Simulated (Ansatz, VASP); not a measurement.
## MgO: VASP beside Ansatz

```
Mg O
1.0
     0.00000    2.10850    2.10850
     2.10850    0.00000    2.10850
     2.10850    2.10850    0.00000
Mg O
1 1
Cartesian
  0.0000 0.0000 0.0000
  2.1085 2.1085 2.1085
```

Alike in both runs: task single point; functional r2SCAN; k mesh 8 × 8 × 8; occupations gaussian, width 0.1 eV; no spin polarisation.

```csv
,VASP,Ansatz
version,VASP 6.6.1,Ansatz 0.2.0
potentials or method,"VASP PAW PBE potentials, release 64 (Mg_sv, O), cutoff 660 eV","scalar-relativistic, plane waves, PAW"
valence electrons in the cell,16,16
```

Ansatz gave:

```
gap on the k mesh at the Fermi level (eV) : 5.59
least direct gap on the mesh (eV)         : 5.59
pressure (GPa)                            : -1.5
```

Task: What did VASP give for the same quantities?

Result: gap on the k mesh at the Fermi level (eV): 5.62; least direct gap on the mesh (eV): 5.62; pressure (GPa): -1.6.

VASP's potentials were made for PBE, not for r2SCAN.
